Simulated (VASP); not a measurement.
# Sb (Pm-3m) in VASP: a series of runs, part 2 of 2

VASP 6.6.1. Earlier steps stand in the parts before.

## Step 3: Single point, LDA

This run uses another cell than the first one, of 30.29 Å³/atom, 1.021 times its volume.

File INCAR:

```
SYSTEM = Sb
  ALGO = Normal
  EDIFF = 1E-6
  ENCUT = 500
  GGA_COMPAT = .FALSE.
  ISIF = 2
  ISMEAR = -1
  LASPH = .TRUE.
  LCHARG = .TRUE.
  LELF = .TRUE.
  LREAL = .FALSE.
  LVHAR = .TRUE.
  LWAVE = .FALSE.
  NBANDS = 8
  NELM = 120
  PREC = Accurate
  SIGMA = 0.1
```

File KPOINTS:

```
k-points
0
G
  7 7 7
  0 0 0
```

File POSCAR:

```
Sb
1.0
    3.1172920620      0.0000000000      0.0000000000
    0.0000000000      3.1172920620      0.0000000000
    0.0000000000      0.0000000000      3.1172920620
Sb
1
Direct
    0.0000000000      0.0000000000      0.0000000000
```

Potentials or basis: VASP PAW LDA potentials, release 64 (Sb).

On the command line:

```console
$ cat potpaw_LDA.64/Sb/POTCAR > POTCAR
$ mpirun -np 1 vasp_std > vasp.out
```

Wall time 3 s (1 thread of Intel Xeon 6975P-C, shared host); peak memory 0.12 GiB.

Results (log left out):

* Free energy: -4.8007 eV
* Pressure: -4.0 GPa

Levels at points of the mesh, in eV from the Fermi level:
| k point | band 1 | band 2 | band 3 | band 4 | band 5 |
| --- | --- | --- | --- | --- | --- |
| (0.00, 0.00, 0.00) | -12.10 | 3.37 | 3.37 | 3.37 | 7.07 |

Caveat: spin-orbit coupling is left out, which moves the levels of the heavy elements.

## Step 4: Single point, LDA

This run uses another cell than the first one, of 30.92 Å³/atom, 1.043 times its volume.

File INCAR:

```
SYSTEM = Sb
PREC     = Accurate       ! precision mode
ENCUT    = 500            ! plane-wave cutoff, eV
EDIFF    = 1E-6           ! SCF threshold, eV
ISMEAR   = -1             ! smearing method
SIGMA    = 0.1            ! smearing width, eV
LREAL    = .FALSE.        ! projectors in reciprocal space
LASPH    = .TRUE.         ! aspherical terms in the spheres
NELM     = 120            ! most SCF steps
ALGO     = Normal         ! electronic algorithm
ISIF     = 2              ! what is computed and relaxed
LWAVE    = .FALSE.        ! write WAVECAR
LCHARG   = .TRUE.         ! write CHGCAR
LELF     = .TRUE.         ! ELF
LVHAR    = .TRUE.       
NBANDS   = 8              ! bands
GGA_COMPAT= .FALSE.
```

File KPOINTS:

```
Automatic mesh
0
G
  7 7 7
  0 0 0
```

File POSCAR:

```
Sb
1.0
    3.1387913073      0.0000000000      0.0000000000
    0.0000000000      3.1387913073      0.0000000000
    0.0000000000      0.0000000000      3.1387913073
Sb
1
Direct
    0.0000000000      0.0000000000      0.0000000000
```

On the command line:

```console
$ cat potpaw_LDA.64/Sb/POTCAR > POTCAR
$ mpirun -np 1 vasp_std > vasp.out
```

Run time: 2.6 s. Hardware: 1 thread of Intel Xeon 6975P-C, shared host; peak memory 0.12 GiB.

Results (log left out):

| Property | Result |
| --- | --- |
| Free energy | -4.7831 eV |
| Pressure | -5.0 GPa |

Levels at points of the mesh, in eV from the Fermi level:
```tsv
k point	band 1	band 2	band 3	band 4	band 5
(0.00, 0.00, 0.00)	-11.95	3.31	3.31	3.31	7.05
```

Caveat: spin-orbit coupling is left out, which moves the levels of the heavy elements.

## Step 5: Single point, LDA

This run uses another cell than the first one, of 31.55 Å³/atom, 1.064 times its volume.

File INCAR:

```
SYSTEM = Sb
ALGO     = Normal         ! electronic algorithm
EDIFF    = 1E-6           ! SCF threshold, eV
ENCUT    = 500            ! plane-wave cutoff, eV
GGA      = CA             ! functional
GGA_COMPAT= .False.      
ISIF     = 2              ! what is computed and relaxed
ISMEAR   = -1             ! smearing method
LASPH    = .True.         ! aspherical terms in the spheres
LCHARG   = .False.        ! write CHGCAR
LREAL    = .False.        ! projectors in reciprocal space
LWAVE    = .False.        ! write WAVECAR
NBANDS   = 8              ! bands
NELM     = 120            ! most SCF steps
PREC     = Accurate       ! precision mode
SIGMA    = 0.1            ! smearing width, eV
```

File KPOINTS:

```
k-points
0
Gamma
  7 7 7
  0 0 0
```

File POSCAR:

```
Sb
1.0
    3.1600000000      0.0000000000      0.0000000000
    0.0000000000      3.1600000000      0.0000000000
    0.0000000000      0.0000000000      3.1600000000
Sb
1
Direct
    0.0000000000      0.0000000000      0.0000000000
```

Potentials or basis: VASP PAW LDA potentials, release 64 (Sb).

On the command line:

```console
$ cat potpaw_LDA.64/Sb/POTCAR > POTCAR
$ mpirun -np 1 vasp_std > vasp.out
```

OUTCAR:

```text
SYSTEM = Sb
   EDIFF = 1E-6
   ENCUT = 500
   GGA = CA
   ISIF = 2
   ISMEAR = -1
   LASPH = .True.
   LREAL = .False.
   NELM = 120
   PREC = Accurate

 ion  position               nearest neighbor table
   1  0.000  0.000  0.000-

  LATTYP: Found a simple cubic cell.
 ALAT       =     3.1600000000

  Lattice vectors:

 A1 = (   3.1600000000,   0.0000000000,   0.0000000000)
 A2 = (   0.0000000000,   3.1600000000,   0.0000000000)
 A3 = (   0.0000000000,   0.0000000000,   3.1600000000)

Analysis of symmetry for initial positions (statically):
=====================================================================
 Subroutine PRICEL returns:
 Original cell was already a primitive cell.

 Routine SETGRP: Setting up the symmetry group for a
 simple cubic supercell.

 Subroutine GETGRP returns: Found 48 space group operations
 (whereof 48 operations were pure point group operations)
 out of a pool of 48 trial point group operations.

The static configuration has the point symmetry O_h .

[... 150 lines left out ...]

  energy without entropy =       -4.74533045  energy(sigma->0) =       -4.75362813

 E-fermi :   6.1208     XC(G=0):  -9.5699

 val. band max:        5.8181036947   @ k =   0.4286   0.2857   0.1429
 cond. band min:       6.1642093632   @ k =   0.2857   0.2857   0.2857
 fundamental gap:      0.3461056685
 Fermi energy:         6.1208356714

 k-point     1 :       0.0000    0.0000    0.0000
  band No.  band energies     occupation
      1      -5.6882      2.00000
      2       9.3824      0.00000
      3       9.3824      0.00000
      4       9.3824      0.00000
      5      13.1489      0.00000
      6      13.1489      0.00000
      7      14.1476      0.00000
      8      22.5592      0.00000
[... 199 lines left out ...]
 k-point    20 :       0.4286    0.4286    0.4286
  band No.  band energies     occupation
      1       0.5723      2.00000
      2       4.8483      1.99999
      3       4.8483      1.99999
      4       5.1944      1.99981
      5      11.1323      0.00000
      6      11.6122      0.00000
      7      11.6122      0.00000
      8      14.6427      0.00000

------------------------ aborting loop because EDIFF is reached ----------------------------------------

  FORCE on cell =-STRESS in cart. coord.  units (eV):
  Direction    XX          YY          ZZ          XY          YZ          ZX
  --------------------------------------------------------------------------------------
  -------------------------------------------------------------------------------------
  Total       -1.1390381     -1.1390381     -1.1390381      0.0000000      0.0000000     -0.0000000
  in kB      -57.8345793    -57.8345793    -57.8345793      0.0000000      0.0000000     -0.0000000
  external PRESSURE =     -57.8345793 kB  Pullay stress =       0.0000000 kB

 VOLUME and BASIS-vectors are now :
 -----------------------------------------------------------------------------
  energy-cutoff  :      500.00
  volume of cell :       31.55
      direct lattice vectors                 reciprocal lattice vectors
     3.160000000  0.000000000  0.000000000     0.316455696  0.000000000  0.000000000
     0.000000000  3.160000000  0.000000000     0.000000000  0.316455696  0.000000000
     0.000000000  0.000000000  3.160000000     0.000000000  0.000000000  0.316455696

 POSITION                                       TOTAL-FORCE (eV/Angst)
 -----------------------------------------------------------------------------------
      0.00000      0.00000      0.00000         0.000000      0.000000      0.000000
 -----------------------------------------------------------------------------------
    total drift:                                0.000000      0.000000      0.000000

  FREE ENERGIE OF THE ION-ELECTRON SYSTEM (eV)
  ---------------------------------------------------
  free  energy   TOTEN  =        -4.7619258040 eV

  energy  without entropy=       -4.7453304486  energy(sigma->0) =       -4.75362813
```

Wall time 2.8 s (1 thread of Intel Xeon 6975P-C, shared host); peak memory 0.12 GiB.

Results:

```
Free energy : -4.7619 eV
Pressure    : -5.8 GPa
```

Caveat: spin-orbit coupling is left out, which moves the levels of the heavy elements.

## Step 6: Overview

```csv
cell,gap on the mesh (eV),pressure (GPa)
"a = 3.095 Å, 1 atom",none,-2.9
"a = 3.117 Å, 1 atom",none,-4.0
"a = 3.139 Å, 1 atom",none,-5.0
"a = 3.160 Å, 1 atom",none,-5.8
```

Alike in all rows: task single point; level LDA; potentials or basis VASP PAW LDA potentials, release 64 (Sb); no spin polarisation; k mesh 7 × 7 × 7; cutoff (eV) 500; smearing fermi-dirac 0.1 eV.

Caveats: spin-orbit coupling is left out, which moves the levels of the heavy elements.

Absolute energies hang on the potentials; compare differences alone.
